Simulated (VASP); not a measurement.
Wanted: the native input for a VASP 6.6.1 run.

* Task: single point
* Functional: PBE
* Potentials or basis: VASP PAW PBE potentials, release 64 (Ca_sv, O)
* Cutoff: 520 eV
* k mesh: 8 × 8 × 8
* Occupations: fermi-dirac, width 0.02 eV
* Spin: no spin polarisation
* Dipole correction: no
* Further INCAR settings: ALGO = Normal; EDIFF = 1e-07; NBANDS = 15

The structure of CaO lies in POSCAR:

```
CaO
1.0
    0.0000000000      2.6067317416      2.6067317416
    2.5006377597      0.0000000000      2.6067317416
    2.5006377597      2.6067317416      0.0000000000
Ca O
1 1
Direct
    0.0000000000      0.0000000000      0.0000000000
    0.2500000000      0.2500000000      0.2500000000
```

This cell differs from its parent crystal: uniaxial x strain -4.1%.

One way to write it, as run:

INCAR

```
SYSTEM = CaO
ALGO     = Normal         ! electronic algorithm
EDIFF    = 1E-7           ! SCF threshold, eV
ENCUT    = 520            ! plane-wave cutoff, eV
GGA      = PE             ! functional
ISIF     = 2              ! what is computed and relaxed
ISMEAR   = -1             ! smearing method
LASPH    = .TRUE.         ! aspherical terms in the spheres
LCHARG   = .TRUE.         ! write CHGCAR
LELF     = .TRUE.         ! ELF
LREAL    = .FALSE.        ! projectors in reciprocal space
LVHAR    = .TRUE.       
LWAVE    = .FALSE.        ! write WAVECAR
NBANDS   = 15             ! bands
NELM     = 80             ! most SCF steps
PREC     = Accurate       ! precision mode
SIGMA    = 0.02           ! smearing width, eV
```

KPOINTS

```
k-points
0
G
  8 8 8
  0 0 0
```

Potentials or basis: VASP PAW PBE potentials, release 64 (Ca_sv, O).

Run with:

```bash
$ cat potpaw_PBE.64/Ca_sv/POTCAR potpaw_PBE.64/O/POTCAR > POTCAR
$ mpirun -np 1 vasp_std > vasp.out
```

It gave:

```yaml
Pressure: 5.5 GPa
Band_gap_on_the_k_mesh: 3.44 eV (least direct gap 4.15 eV)
```

Caveat: the cell differs from its parent crystal (uniaxial x strain -4.1%); the cell stands under pressure; the structure was generated, so it needn't be the stable form of CaO.

Run time: 100 s on 1 thread of Intel Xeon 8259CL (shared host), peak memory 0.18 GiB.
